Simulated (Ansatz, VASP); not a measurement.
**MgO: VASP beside Ansatz**

Contents of INCAR:

```
SYSTEM = MgO
  ALGO = Normal
  EDIFF = 1E-6
  ENCUT = 520
  GGA = PS
  ISIF = 2
  ISMEAR = 0
  LASPH = .True.
  LCHARG = .False.
  LREAL = .False.
  LWAVE = .False.
  NBANDS = 11
  NELM = 80
  PREC = Accurate
  SIGMA = 0.05
```

File KPOINTS:

```
k-points
0
Gamma
  10 10 10
  0 0 0
```

POSCAR

```
MgO
1.0
    0.0000000000      2.1075959641      2.1075959641
    2.1075959641      0.0000000000      2.1075959641
    2.1075959641      2.1075959641      0.0000000000
Mg O
1 1
Direct
   -0.0063090101      0.0063090101      0.0189270304
    0.5095843797      0.4904156203      0.4712468609
```

Input for Ansatz:

```yaml
crystal:
  lattice:
    - [0.0, 2.1075959641, 2.1075959641]
    - [2.1075959641, 0.0, 2.1075959641]
    - [2.1075959641, 2.1075959641, 0.0]
  atoms:
    - { symbol: Mg, position: [-0.0063090101, 0.0063090101, 0.0189270304] }
    - { symbol: O, position: [0.5095843797, 0.4904156203, 0.4712468609] }
basis:
  ecutwfc: 520.0
kpoints:
  mp_grid: { grid: [10, 10, 10] }
hamiltonian:
  xc: pbesol
  pseudopotentials: { kind: paw, azcp: { folder: soft_1 } }
scf:
  occupations: { method: gaussian, width: 0.05 }
output:
  forces: true
  stress: true
  eigenvalues: true
```

Change from the starting cell: mode 4 frozen in at -0.081 Å and mode 5 at -0.040 Å (largest displacements).

Alike in both runs: task single point; functional PBEsol; k mesh 10 × 10 × 10; occupations gaussian, width 0.05 eV; no spin polarisation.

|  | VASP | Ansatz |
| --- | --- | --- |
| version | VASP 6.6.1 | Ansatz 0.2.0 |
| potentials or method | VASP PAW PBE potentials, release 64 (Mg, O), cutoff 520 eV | scalar-relativistic, plane waves, PAW |
| valence electrons in the cell | 8 | 16 |

VASP gave:

```
gap on the k mesh at the Fermi level (eV)                     : 4.61
least direct gap on the mesh (eV)                             : 4.61
pressure (GPa)                                                : 1.7
traceless stress, the component that is largest in VASP (GPa) : 3.81
rms of the force components (eV/Å)                            : 0.503
```

Task: Which values does Ansatz return?

Result: gap on the k mesh at the Fermi level (eV): 4.61; least direct gap on the mesh (eV): 4.61; pressure (GPa): 2.1; traceless stress, the component that is largest in VASP (GPa): 3.74; rms of the force components (eV/Å): 0.497.

VASP's potentials were made for PBE, not for PBEsol, and Ansatz warns of the same on its side. Atom by atom the forces differ by 0.006 eV/Å (rms over components). With one functional, cell and mesh, what is left measures potentials, basis and numerics. VASP's potentials hold 8 valence electrons a cell and Ansatz's 16, so a difference there can come from the potentials and not from the codes.
